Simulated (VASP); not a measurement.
# Al (Fd-3m) in VASP: notebook, part 2 of 3

VASP 6.6.1. The steps go on from the part before.

## (3) Relaxation of cell and atoms, PBEsol, target pressure 40 GPa, at which the enthalpy is minimised

Contents of INCAR:

```
ALGO = Normal ; EDIFF = 1E-6
EDIFFG = -0.03 ; ENCUT = 600
GGA = PS ; IBRION = 2
ISIF = 3 ; ISMEAR = -1
LASPH = True ; LCHARG = False
LREAL = False ; LWAVE = False
NELM = 80 ; NSW = 60
PREC = Accurate ; PSTRESS = 400.0
SIGMA = 0.05
```

Contents of KPOINTS:

```
k-points
0
Gamma
  8 8 8
```

Contents of POSCAR:

```
Al
1.0
    0.0000000000      2.7850000000      2.7850000000
    2.7850000000      0.0000000000      2.7850000000
    2.7850000000      2.7850000000      0.0000000000
Al
2
Direct
    0.0000000000      0.0000000000      0.0000000000
    0.2500000000      0.2500000000      0.2500000000
```

Potentials or basis: VASP PAW PBE potentials, release 64 (Al).

The run is started by

```console
$ cat potpaw_PBE.64/Al/POTCAR > POTCAR
$ mpirun -np 1 vasp_std > vasp.out
```

OUTCAR:

```text
EDIFF = 1E-6
   EDIFFG = -0.03
   ENCUT = 600
   GGA = PS
   IBRION = 2
   ISIF = 3
   ISMEAR = -1
   LASPH = True
   LREAL = False
   NELM = 80
   NSW = 60
   PREC = Accurate
   PSTRESS = 400.0

 ion  position               nearest neighbor table
   1  0.000  0.000  0.000-   2 2.41   2 2.41   2 2.41   2 2.41
   2  0.250  0.250  0.250-   1 2.41   1 2.41   1 2.41   1 2.41

  LATTYP: Found a face centered cubic cell.
 ALAT       =     5.5700000000

  Lattice vectors:

 A1 = (   0.0000000000,   2.7850000000,   2.7850000000)
 A2 = (   2.7850000000,   0.0000000000,   2.7850000000)
 A3 = (   2.7850000000,   2.7850000000,   0.0000000000)

Analysis of symmetry for initial positions (statically):
=====================================================================
 Subroutine PRICEL returns:
 Original cell was already a primitive cell.

 Routine SETGRP: Setting up the symmetry group for a
 face centered cubic supercell.

 Subroutine GETGRP returns: Found 48 space group operations
 (whereof 24 operations were pure point group operations)
 out of a pool of 48 trial point group operations.

The static configuration has the point symmetry T_d .
 The point group associated with its full space group is O_h .

Analysis of symmetry for dynamics (positions and initial velocities):
=====================================================================
 Subroutine PRICEL returns:
 Original cell was already a primitive cell.

 Routine SETGRP: Setting up the symmetry group for a
 face centered cubic supercell.

 Subroutine GETGRP returns: Found 48 space group operations
 (whereof 24 operations were pure point group operations)
 out of a pool of 48 trial point group operations.

The dynamic configuration has the point symmetry T_d .
 The point group associated with its full space group is O_h .

 Subroutine INISYM returns: Found 48 space group operations
 (whereof 24 operations are pure point group operations),
 and found     1 'primitive' translations

[... 115 lines left out ...]
  volume/ion in A,a.u.               =      21.60       145.77
  Fermi-wavevector in a.u.,A,eV,Ry     =   0.847793  1.602097  9.779238  0.718754
  Thomas-Fermi vector in A             =   1.963355
   LORBIT       =      0    0 simple, 1 ext, 2 COOP (PROOUT), +10 PAW based schemes
   GGA     = PS    functional components
   LHFCALC =     F    Hartree Fock is set to
   AEXX    =    0.0000 exact exchange contribution
   IVDW    =     0    specifies the selected vdW correction
   LEPSILON=     F    determine dielectric tensor
   LRPA    =     F    only Hartree local field effects (RPA)
 conjugate gradient relaxation of ions
 non-spin polarized calculation
  energy-cutoff  :      600.00
  volume of cell :       43.20
 maximum number of plane-waves:      1459
   NGX = 15   NGY = 15   NGZ = 15

--------------------------------------- Ionic step        1  -------------------------------------------

 number of electron       6.0000000 magnetization

 Free energy of the ion-electron system (eV)
  ---------------------------------------------------
  ext. energy  EPLUGINS =         0.00000000
  ---------------------------------------------------
  free energy    TOTEN  =        -6.12374194 eV

  energy without entropy =       -6.10916186  energy(sigma->0) =       -6.11645190

------------------------ aborting loop because EDIFF is reached ----------------------------------------

  FORCE on cell =-STRESS in cart. coord.  units (eV):
  Direction    XX          YY          ZZ          XY          YZ          ZX
  --------------------------------------------------------------------------------------
  -------------------------------------------------------------------------------------
  Total        3.7343694      3.7343694      3.7343694     -0.0000000      0.0000000      0.0000000
  in kB      138.4912277    138.4912277    138.4912277     -0.0000000      0.0000000      0.0000000
  external PRESSURE =    -261.5087723 kB  Pullay stress =     400.0000000 kB
[... 25 lines left out ...]
--------------------------------------- Ionic step        2  -------------------------------------------

 number of electron       6.0000000 magnetization

 E-fermi :  10.6909     XC(G=0): -11.2229

 val. band max:       10.4691901197   @ k =  -0.3750   0.3750   0.0000
 cond. band min:      10.7200559672   @ k =  -0.2500   0.1250   0.0000
 fundamental gap:      0.2508658475
 Fermi energy:        10.6908608856

 k-point     1 :       0.0000    0.0000    0.0000
  band No.  band energies     occupation
      1      -2.0876      2.00000
      2      14.4910      0.00000
      3      14.4910      0.00000
      4      14.4910      0.00000
      5      16.0481      0.00000
      6      16.0481      0.00000
      7      16.0481      0.00000
[... 343 lines left out ...]
--------------------------------------- Ionic step        5  -------------------------------------------

 number of electron       6.0000000 magnetization

 Free energy of the ion-electron system (eV)
  ---------------------------------------------------
  ext. energy  EPLUGINS =         0.00000000
  ---------------------------------------------------
  free energy    TOTEN  =        -4.83464577 eV

  energy without entropy =       -4.82173468  energy(sigma->0) =       -4.82819022

 E-fermi :   6.4946     XC(G=0):  -9.8410

 val. band max:        6.3952610559   @ k =  -0.3750   0.2500   0.1250
 cond. band min:       6.5055315795   @ k =   0.2500   0.2500   0.0000
 fundamental gap:      0.1102705237
 Fermi energy:         6.4945821800

 k-point     1 :       0.0000    0.0000    0.0000
  band No.  band energies     occupation
      1      -3.7888      2.00000
      2       9.4727      0.00000
      3       9.4727      0.00000
      4       9.4727      0.00000
      5      11.2403      0.00000
      6      11.2403      0.00000
      7      11.2403      0.00000
[... 263 lines left out ...]
  energy  without entropy=       -4.8217346760  energy(sigma->0) =       -4.82819022

  enthalpy is  TOTEN    =         3.9008123313 eV   P V=        8.7354581008

 reached required accuracy - stopping structural energy minimisation
```

OSZICAR:

```text
N       E                     dE             d eps       ncg     rms          rms(c)
DAV:   1     0.175405334039E+01    0.17541E+01   -0.22734E+03   406   0.693E+02
DAV:   2    -0.600144108062E+01   -0.77555E+01   -0.75309E+01   560   0.524E+01
DAV:   3    -0.615258538397E+01   -0.15114E+00   -0.14916E+00   546   0.742E+00
DAV:   4    -0.615400167223E+01   -0.14163E-02   -0.14163E-02   644   0.565E-01
[... 35 lines left out ...]
       N       E                     dE             d eps       ncg     rms          rms(c)
DAV:   1    -0.483469471799E+01    0.37100E-01   -0.22286E-03   448   0.302E-01    0.474E-02
DAV:   2    -0.483466240336E+01    0.32315E-04   -0.49347E-05   476   0.543E-02    0.157E-02
DAV:   3    -0.483464605910E+01    0.16344E-04   -0.24978E-05   455   0.247E-02    0.814E-03
DAV:   4    -0.483464576952E+01    0.28957E-06   -0.16256E-06   238   0.775E-03
   5 F= 0.39008123E+01 E0= 0.39072679E+01  d E =-.761311E+00
```

CONTCAR:

```text
Al
   1.00000000000000
    -0.0000000000000000    2.5959844904075347    2.5959844904075347
     2.5959844904075347    0.0000000000000000    2.5959844904075347
     2.5959844904075347    2.5959844904075347    0.0000000000000000
  Al
     2
Direct
     0.0000000000000000    0.0000000000000000    0.0000000000000000
     0.2500000000000000    0.2500000000000000    0.2500000000000000

  0.00000000E+00  0.00000000E+00  0.00000000E+00
  0.00000000E+00  0.00000000E+00  0.00000000E+00
```

Wall time 43 s (1 thread of Intel Xeon 8259CL, shared host); peak memory 0.18 GiB.

Results:

| Quantity | Value |
| --- | --- |
| Free energy | -4.8346 eV |
| Relaxed volume | 17.49 Å³/atom |
| Relaxed cell | a = 3.671 Å, b = 3.671 Å, c = 3.671 Å, α = 60.00°, β = 60.00°, γ = 60.00° |
| Space group after relaxing (to 0.05 Å) | Fd-3m (No. 227) |
| Energy change on relaxing (the enthalpy is what falls) | +644.5 meV/atom |
| Ionic steps | 5 |
| Pressure after relaxing | 40.0 GPa |
| Band gap on the k mesh | zero (band 3 reaches 9.47 eV, above the bottom of band 4 at 3.87 eV) |

Step by step:
```tsv
step	energy change (eV)	largest force (eV/Å)	pressure (GPa)	volume (Å³)
1	0.0000	0.0000	13.85	43.20
2	6.2859	0.0000	134.87	24.69
3	1.1030	0.0000	36.49	35.77
4	1.2519	0.0000	39.31	35.14
5	1.2891	0.0000	40.02	34.99
```

Final structure:
```yaml
crystal:
  lattice:
    - [0.00000, 2.59598, 2.59598]
    - [2.59598, 0.00000, 2.59598]
    - [2.59598, 2.59598, 0.00000]
  atoms:
    - { symbol: Al, position: [0.00000, 0.00000, 0.00000] }
    - { symbol: Al, position: [0.25000, 0.25000, 0.25000] }
```

Levels at points of the mesh, in eV from the Fermi level:
```
           k point  band 1  band 2  band 3  band 4  band 5  band 6  band 7
(0.00, 0.00, 0.00)  -10.28    2.98    2.98    2.98    4.75    4.75    4.75
(0.50, 0.00, 0.00)   -7.06   -5.48    1.67    1.67    4.61    4.61    5.21
(0.50, 0.50, 0.00)   -5.21   -5.21   -0.68   -0.68    1.78    1.78   12.91
```

Caveat: the cell is relaxed towards a set pressure, so the enthalpy falls and the energy may rise; the volume moved by over 15 % at a fixed basis, so the end points are rough; the PAW data sets were made with another functional, which shifts forces and pressure a little.

[end of part 2 of 3]
